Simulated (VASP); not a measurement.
# FeO (Fm-3m) in VASP: notebook

FeO is run at these levels: LDA, PBE, RPBE; tasks: single point.

Everything below comes from runs of VASP 6.6.1. Logs are shortened: lines on timing, memory, paths and dates and some standing lists are left out, and cuts for length are marked.

## (1) The cell of the first run

The structure is cubic, space group Fm-3m (No. 225). Conventional cell: a = 4.311 Å, b = 4.311 Å, c = 4.311 Å, α = 90.00°, β = 90.00°, γ = 90.00°. Within 2.9 Å of Fe (site symmetry m-3m) lie 6 O at 2.16 Å. O (site symmetry m-3m) has 6 Fe at 2.16 Å within 2.9 Å.

## (2) Single point, LDA, collinear spin, ferromagnetic start

INCAR

```
PREC = Accurate
ENCUT = 700
EDIFF = 1E-6
ISMEAR = -1
SIGMA = 0.05
LREAL = F
LASPH = T
NELM = 200
ALGO = Normal
ISIF = 2
LWAVE = F
LCHARG = T
ISPIN = 2
MAGMOM = 3 0
LORBIT = 11
LMAXMIX = 4
LELF = T
LVHAR = T
NBANDS = 22
GGA_COMPAT = F
```

KPOINTS

```
regular mesh
0
Gamma
  6 6 6
```

POSCAR

```
FeO
1.0
    0.0000000000      2.1554001600      2.1554001600
    2.1554001600      0.0000000000      2.1554001600
    2.1554001600      2.1554001600      0.0000000000
Fe O
1 1
Direct
    0.0000000000      0.0000000000      0.0000000000
    0.5000000000      0.5000000000      0.5000000000
```

Potentials or basis: VASP PAW LDA potentials, release 64 (Fe_sv, O).

Started as:

```
$ cat potpaw_LDA.64/Fe_sv/POTCAR potpaw_LDA.64/O/POTCAR > POTCAR
$ mpirun -np 1 vasp_std > vasp.out
```

OUTCAR:

```text
PREC = Accurate
   ENCUT = 700
   EDIFF = 1E-6
   ISMEAR = -1
   LREAL = F
   LASPH = T
   NELM = 200
   ISIF = 2
   ISPIN = 2
   LORBIT = 11

 ion  position               nearest neighbor table
   1  0.000  0.000  0.000-   2 2.16   2 2.16   2 2.16   2 2.16   2 2.16   2 2.16
   2  0.500  0.500  0.500-   1 2.16   1 2.16   1 2.16   1 2.16   1 2.16   1 2.16

  LATTYP: Found a face centered cubic cell.
 ALAT       =     4.3108003200

  Lattice vectors:

 A1 = (   0.0000000000,   2.1554001600,   2.1554001600)
 A2 = (   2.1554001600,   0.0000000000,   2.1554001600)
 A3 = (   2.1554001600,   2.1554001600,   0.0000000000)

Analysis of symmetry for initial positions (statically):
=====================================================================
 Subroutine PRICEL returns:
 Original cell was already a primitive cell.

 Routine SETGRP: Setting up the symmetry group for a
 face centered cubic supercell.

 Subroutine GETGRP returns: Found 48 space group operations
 (whereof 48 operations were pure point group operations)
 out of a pool of 48 trial point group operations.

The static configuration has the point symmetry O_h .

Analysis of symmetry for dynamics (positions and initial velocities):
=====================================================================
 Subroutine PRICEL returns:
 Original cell was already a primitive cell.

 Routine SETGRP: Setting up the symmetry group for a
 face centered cubic supercell.

 Subroutine GETGRP returns: Found 48 space group operations
 (whereof 48 operations were pure point group operations)
 out of a pool of 48 trial point group operations.

The dynamic configuration has the point symmetry O_h .

Analysis of structural, dynamic, and magnetic symmetry:
=====================================================================
 Subroutine PRICEL returns:
 Original cell was already a primitive cell.

 Routine SETGRP: Setting up the symmetry group for a
 face centered cubic supercell.

 Subroutine GETGRP returns: Found 48 space group operations
 (whereof 48 operations were pure point group operations)
 out of a pool of 48 trial point group operations.

The overall configuration has the point symmetry O_h .

 Subroutine INISYM returns: Found 48 space group operations
 (whereof 48 operations are pure point group operations),
 and found     1 'primitive' translations

----------------------------------------------------------------------------------------

                                     Primitive cell

  volume of cell :      20.0269

  direct lattice vectors                    reciprocal lattice vectors
     0.000000000  2.155400160  2.155400160    -0.231975486  0.231975486  0.231975486
     2.155400160  0.000000000  2.155400160     0.231975486 -0.231975486  0.231975486
     2.155400160  2.155400160  0.000000000     0.231975486  0.231975486 -0.231975486

  length of vectors
     3.048196139  3.048196139  3.048196139     0.401793328  0.401793328  0.401793328

  position of ions in fractional coordinates (direct lattice)
     0.000000000  0.000000000  0.000000000
     0.500000000  0.500000000  0.500000000

  ion indices of the primitive-cell ions
   primitive index   ion index
                 1           1
                 2           2

----------------------------------------------------------------------------------------

 KPOINTS: regular mesh

Automatic generation of k-mesh.
 Grid dimensions read from file:
 generate k-points for:    6    6    6

 Generating k-lattice:

  Cartesian coordinates                     Fractional coordinates (reciprocal lattice)
    -0.038662581  0.038662581  0.038662581     0.166666667  0.000000000  0.000000000
     0.038662581 -0.038662581  0.038662581     0.000000000  0.166666667  0.000000000
     0.038662581  0.038662581 -0.038662581     0.000000000  0.000000000  0.166666667

  Length of vectors
     0.066965555  0.066965555  0.066965555

  Shift w.r.t. Gamma in fractional coordinates (k-lattice)
     0.000000000  0.000000000  0.000000000

 Subroutine IBZKPT returns following result:
 ===========================================

 Found     16 irreducible k-points:

 Following reciprocal coordinates:
            Coordinates               Weight
  0.000000  0.000000  0.000000      1.000000
  0.166667  0.000000  0.000000      8.000000
  0.333333  0.000000  0.000000      8.000000
  0.500000  0.000000  0.000000      4.000000
  0.166667  0.166667  0.000000      6.000000
  0.333333  0.166667  0.000000     24.000000
[... 8 lines left out ...]
 -0.333333  0.333333  0.166667     24.000000
 -0.333333  0.500000  0.166667     12.000000
   k-points           NKPTS =     16   k-points in BZ     NKDIM =     16   number of bands    NBANDS=     22
   number of dos      NEDOS =    301   number of ions     NIONS =      2
   total plane-waves  NPLWV =  21952
   dimension x,y,z NGX =    28 NGY =   28 NGZ =   28
   dimension x,y,z NGXF=    56 NGYF=   56 NGZF=   56
   ions per type =               1   1
   NGX,Y,Z   is equivalent  to a cutoff of  15.27, 15.27, 15.27 a.u.
   NGXF,Y,Z  is equivalent  to a cutoff of  30.54, 30.54, 30.54 a.u.
 SYSTEM =  unknown system
   PREC   = accura    normal or accurate (medium, high low for compatibility)
   ISTART =      0    job   : 0-new  1-cont  2-samecut
   ICHARG =      2    charge: 1-file 2-atom 10-const
   ISPIN  =      2    spin polarized calculation?
   LNONCOLLINEAR =      F non collinear calculations
   LSORBIT =      F    spin-orbit coupling
   LASPH  =      T    aspherical Exc in radial PAW
   ENCUT  =  700.0 eV  51.45 Ry    7.17 a.u.   6.58  6.58  6.58*2*pi/ulx,y,z
   NELM   =    200;   NELMIN=  2; NELMDL= -5     # of ELM steps
   EDIFF  = 0.1E-05   stopping-criterion for ELM
   LREAL  =      F    real-space projection
   EDIFFG = 0.1E-04   stopping-criterion for IOM
   NSW    =      0    number of steps for IOM
   IBRION =     -1    ionic relax: 0-MD 1-quasi-New 2-CG
   NFREE  =      0    steps in history (QN), initial steepest desc. (CG)
   ISIF   =      2    stress and relaxation
   ISYM   =      2    0-nonsym 1-usesym 2-fastsym
   POTIM  = 0.5000    time-step for ionic-motion
   TEBEG  =    0.0;   TEEND  =   0.0 temperature during run
   PSTRESS=    0.0 pullay stress
   NELECT =      22.0000    total number of electrons
   NUPDOWN=      -1.0000    fix difference up-down
   EMIN   =  10.00;   EMAX   =-10.00  energy-range for DOS
   EFERMI =   0.00;   METHOD = LEGACY
   ISMEAR =    -1;   SIGMA  =   0.05  broadening in eV -4-tet -1-fermi 0-gaus
   EFERMI_NEDOS =   21; number of points for ismear=-14 and -15
   IALGO  =     38    algorithm
   IMIX   =      4    mixing-type and parameters
     AMIX     =   0.40;   BMIX     =  1.00
     AMIX_MAG =   1.60;   BMIX_MAG =  1.00
  volume/ion in A,a.u.               =      10.01        67.57
  Fermi-wavevector in a.u.,A,eV,Ry     =   1.689187  3.192101 38.822236  2.853354
  Thomas-Fermi vector in A             =   2.771359
   LORBIT       =     11    0 simple, 1 ext, 2 COOP (PROOUT), +10 PAW based schemes
   GGA     = CA    functional components
   LHFCALC =     F    Hartree Fock is set to
   AEXX    =    0.0000 exact exchange contribution
   IVDW    =     0    specifies the selected vdW correction
   LEPSILON=     F    determine dielectric tensor
   LRPA    =     F    only Hartree local field effects (RPA)
 spin polarized calculation
  energy-cutoff  :      700.00
  volume of cell :       20.03
 maximum number of plane-waves:       869
 NGX is ok and might be reduce to    28
   NGX = 13   NGY = 13   NGZ = 13

 number of electron      21.9999992 magnetization       3.9834829

 Free energy of the ion-electron system (eV)
  ---------------------------------------------------
  ext. energy  EPLUGINS =         0.00000000
  ---------------------------------------------------
  free energy    TOTEN  =       -16.48024435 eV

  energy without entropy =      -16.46383009  energy(sigma->0) =      -16.47203722

 E-fermi :   9.3047     XC(G=0): -13.0342

 val. band max:        9.2945179062   @ k =   0.1667   0.1667   0.0000
 cond. band min:       9.3767362732   @ k =  -0.3333   0.3333   0.1667
 fundamental gap:      0.0822183671
 Fermi energy:         9.3047391663

 spin component 1

 k-point     1 :       0.0000    0.0000    0.0000
  band No.  band energies     occupation
      1     -79.3387      1.00000
      2     -45.8831      1.00000
      3     -45.8831      1.00000
      4     -45.8831      1.00000
      5     -11.1267      1.00000
      6       5.4923      1.00000
[... 14 lines left out ...]
     21      29.8175      0.00000
     22      32.8933      0.00000

 k-point     2 :       0.1667    0.0000    0.0000
  band No.  band energies     occupation
      1     -79.3373      1.00000
      2     -45.8968      1.00000
      3     -45.8848      1.00000
      4     -45.8848      1.00000
      5     -10.8526      1.00000
      6       3.5943      1.00000
[... 14 lines left out ...]
     21      32.6440      0.00000
     22      35.9457      0.00000

 k-point     3 :       0.3333    0.0000    0.0000
  band No.  band energies     occupation
      1     -79.3344      1.00000
      2     -45.9248      1.00000
      3     -45.8884      1.00000
      4     -45.8884      1.00000
      5     -10.2410      1.00000
      6       1.4486      1.00000
[... 14 lines left out ...]
     21      34.4821      0.00000
     22      37.0986      0.00000
[... 276 lines left out ...]
 k-point    15 :      -0.3333    0.3333    0.1667
  band No.  band energies     occupation
      1     -79.3315      1.00000
      2     -45.9258      1.00000
      3     -45.9115      1.00000
      4     -45.8986      1.00000
      5      -9.8321      1.00000
      6       1.7175      1.00000
[... 14 lines left out ...]
     21      36.6423      0.00000
     22      37.5555      0.00000

 k-point    16 :      -0.3333    0.5000    0.1667
  band No.  band energies     occupation
      1     -79.3310      1.00000
      2     -45.9261      1.00000
      3     -45.9112      1.00000
      4     -45.9042      1.00000
      5      -9.8413      1.00000
      6       2.1579      1.00000
[... 14 lines left out ...]
     21      38.0758      0.00000
     22      38.8489      0.00000
 Fermi energy:         9.3047391663

 spin component 2

 k-point     1 :       0.0000    0.0000    0.0000
  band No.  band energies     occupation
      1     -75.5161      1.00000
      2     -42.1750      1.00000
      3     -42.1750      1.00000
      4     -42.1750      1.00000
      5     -10.5664      1.00000
      6       6.0855      1.00000
[... 14 lines left out ...]
     21      31.0936      0.00000
     22      34.0679      0.00000

 k-point     2 :       0.1667    0.0000    0.0000
  band No.  band energies     occupation
      1     -75.5144      1.00000
      2     -42.1922      1.00000
      3     -42.1771      1.00000
      4     -42.1771      1.00000
      5     -10.2887      1.00000
      6       4.4069      1.00000
[... 14 lines left out ...]
     21      33.6802      0.00000
     22      37.1554      0.00000

 k-point     3 :       0.3333    0.0000    0.0000
  band No.  band energies     occupation
      1     -75.5109      1.00000
      2     -42.2269      1.00000
      3     -42.1814      1.00000
      4     -42.1814      1.00000
      5      -9.6693      1.00000
      6       2.2231      1.00000
[... 14 lines left out ...]
     21      35.1255      0.00000
     22      37.9008      0.00000
[... 276 lines left out ...]
 k-point    15 :      -0.3333    0.3333    0.1667
  band No.  band energies     occupation
      1     -75.5075      1.00000
      2     -42.2279      1.00000
      3     -42.2099      1.00000
      4     -42.1940      1.00000
      5      -9.2400      1.00000
      6       2.4708      1.00000
[... 14 lines left out ...]
     21      37.4240      0.00000
     22      38.4986      0.00000

 k-point    16 :      -0.3333    0.5000    0.1667
  band No.  band energies     occupation
      1     -75.5069      1.00000
      2     -42.2279      1.00000
      3     -42.2095      1.00000
      4     -42.2009      1.00000
      5      -9.2423      1.00000
      6       2.7972      1.00000
[... 14 lines left out ...]
     21      39.0918      0.00000
     22      39.1390      0.00000

------------------------ aborting loop because EDIFF is reached ----------------------------------------

  FORCE on cell =-STRESS in cart. coord.  units (eV):
  Direction    XX          YY          ZZ          XY          YZ          ZX
  --------------------------------------------------------------------------------------
  -------------------------------------------------------------------------------------
  Total       -2.0794660     -2.0794660     -2.0794660     -0.0000000     -0.0000000      0.0000000
  in kB     -166.3599111   -166.3599111   -166.3599111     -0.0000000     -0.0000000      0.0000000
  external PRESSURE =    -166.3599111 kB  Pullay stress =       0.0000000 kB

 VOLUME and BASIS-vectors are now :
 -----------------------------------------------------------------------------
  energy-cutoff  :      700.00
  volume of cell :       20.03
      direct lattice vectors                 reciprocal lattice vectors
     0.000000000  2.155400160  2.155400160    -0.231975486  0.231975486  0.231975486
     2.155400160  0.000000000  2.155400160     0.231975486 -0.231975486  0.231975486
     2.155400160  2.155400160  0.000000000     0.231975486  0.231975486 -0.231975486

 POSITION                                       TOTAL-FORCE (eV/Angst)
 -----------------------------------------------------------------------------------
      0.00000      0.00000      0.00000         0.000000      0.000000     -0.000000
      2.15540      2.15540      2.15540         0.000000      0.000000      0.000000
 -----------------------------------------------------------------------------------
    total drift:                                0.000000      0.000000      0.000000

  FREE ENERGIE OF THE ION-ELECTRON SYSTEM (eV)
  ---------------------------------------------------
  free  energy   TOTEN  =       -16.4802443518 eV

  energy  without entropy=      -16.4638300933  energy(sigma->0) =      -16.47203722

 total charge

# of ion       s       p       d       tot
------------------------------------------
    1        2.104   5.996   5.522  13.622
    2        1.540   3.414   0.000   4.953
--------------------------------------------------
tot          3.644   9.410   5.522  18.576

 magnetization (x)

# of ion       s       p       d       tot
------------------------------------------
    1        0.014   0.009   3.400   3.424
    2        0.030   0.277   0.000   0.307
--------------------------------------------------
tot          0.044   0.286   3.400   3.731
```

Wall time 18 s (1 thread of Intel Xeon Platinum 8488C (Sapphire Rapids), shared host); peak memory 0.15 GiB.

Results:

| Property | Result |
| --- | --- |
| Free energy | -16.4802 eV |
| Pressure | -16.6 GPa |
| Band gap on the k mesh | zero (filled and empty bands overlap) |
| Net moment | 3.98 μB per cell |
| Site moments | Fe +3.42; O +0.31 μB |
| Valence electrons inside the program's atomic spheres | Fe 13.62; O 4.95 |

Caveat: the k points lie up to 0.42 Å⁻¹ apart, too coarse for converged energies and pressures of a metal; a cell with one magnetic atom can't hold antiferromagnetic order, which such compounds often take; semilocal functionals often make such compounds metallic where correlation or magnetic order opens a gap, which also shifts bond lengths. With open d or f shells a metallic result of LDA can be an artefact of self-interaction; +U or a hybrid may open a gap.

(Part 1 of 2 ends here.)

The gap in the log of VASP goes by the Fermi energy; the results here count the filled bands.